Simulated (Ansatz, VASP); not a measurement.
Two plane-wave programs on LiF

The input POSCAR:

```
LiF
1.0
    2.7757075657      0.0000000000      0.0000000000
   -1.3878537829      2.4038332654      0.0000000000
    0.0000000000      0.0000000000      4.7826938478
Li F
2 2
Direct
    0.0000000000      0.0000000000      0.0000000000
    0.0000000000      0.0000000000      0.5000000000
    0.3333333333      0.6666666667      0.2500000000
    0.6666666667      0.3333333333      0.7500000000
```

File INCAR.step1:

```
ALGO = Normal ; EDIFF = 1E-4
ENCUT = 520 ; GGA = PE
ISMEAR = 0 ; LASPH = T
LCHARG = F ; LREAL = F
LWAVE = T ; NBANDS = 18
NELM = 100 ; PREC = Accurate
SIGMA = 0.01
```

The input INCAR.step2:

```
ALGO = Normal ; EDIFF = 1E-6
ENCUT = 520 ; ISIF = 2
ISMEAR = 0 ; ISTART = 1
LASPH = T ; LCHARG = F
LMIXTAU = T ; LREAL = F
LWAVE = F ; METAGGA = R2SCAN
NBANDS = 18 ; NELM = 100
PREC = Accurate ; SIGMA = 0.01
```

Contents of KPOINTS:

```
k-points
0
Gamma
  9 9 4
```

Input for Ansatz:

```yaml
crystal:
  lattice:
    - [2.7757075657, 0.0, 0.0]
    - [-1.3878537829, 2.4038332654, 0.0]
    - [0.0, 0.0, 4.7826938478]
  atoms:
    - { symbol: Li, position: [0.0, 0.0, 0.0] }
    - { symbol: Li, position: [0.0, 0.0, 0.5] }
    - { symbol: F, position: [0.3333333333, 0.6666666667, 0.25] }
    - { symbol: F, position: [0.6666666667, 0.3333333333, 0.75] }
kpoints:
  mp_grid: { grid: [9, 9, 4] }
hamiltonian:
  xc: r2scan
scf:
  occupations: { method: fixed }
  n_extra_bands: 5
output:
  forces: true
  stress: true
  eigenvalues: true
```

Alike in both runs: task single point; functional r2SCAN; k mesh 9 × 9 × 4; no spin polarisation.

|  | VASP | Ansatz |
| --- | --- | --- |
| version | VASP 6.6.1 | Ansatz 0.2.0 |
| potentials or method | VASP PAW PBE potentials, release 64 (Li_sv, F) | plane waves, PAW |
| plane-wave cutoff (eV) | 520 | 500 |
| occupations | gaussian, width 0.01 eV | fixed |
| valence electrons in the cell | 20 | 20 |

VASP gave:

* gap on the k mesh at the Fermi level (eV): 10.40

Q: What did Ansatz give for the same quantities?

A: gap on the k mesh at the Fermi level (eV): 10.19.

VASP's potentials were made for PBE, not for r2SCAN.

Noted on VASP's run: the cutoff is short for stress, so the pressure is rough.
